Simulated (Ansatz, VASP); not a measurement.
## Sc in VASP and in Ansatz

```
CELL_PARAMETERS angstrom
3.25136 0.00000 0.00000
-1.62568 2.81576 0.00000
0.00000 0.00000 10.37762
ATOMIC_POSITIONS crystal
Sc 0.00000 0.00000 0.00000
Sc 0.00000 0.00000 0.50000
Sc 0.33333 0.66667 0.25000
Sc 0.66667 0.33333 0.75000
```

Alike in both runs: task single point; functional PBE; k mesh 12 × 12 × 4; occupations fermi-dirac, width 0.1 eV; no spin polarisation.

|  | VASP | Ansatz |
| --- | --- | --- |
| version | VASP 6.6.1 | Ansatz 0.2.0 |
| potentials or method | VASP PAW PBE potentials, release 64 (Sc_sv), cutoff 520 eV | plane waves (420 eV) with PAW, scalar-relativistic |
| valence electrons in the cell | 44 | 44 |

|  | VASP | Ansatz | Ansatz less VASP |
| --- | --- | --- | --- |
| pressure (GPa) | 2.3 | 2.2 | -0.03 |

With one functional, cell and mesh, what is left measures potentials, basis and numerics.
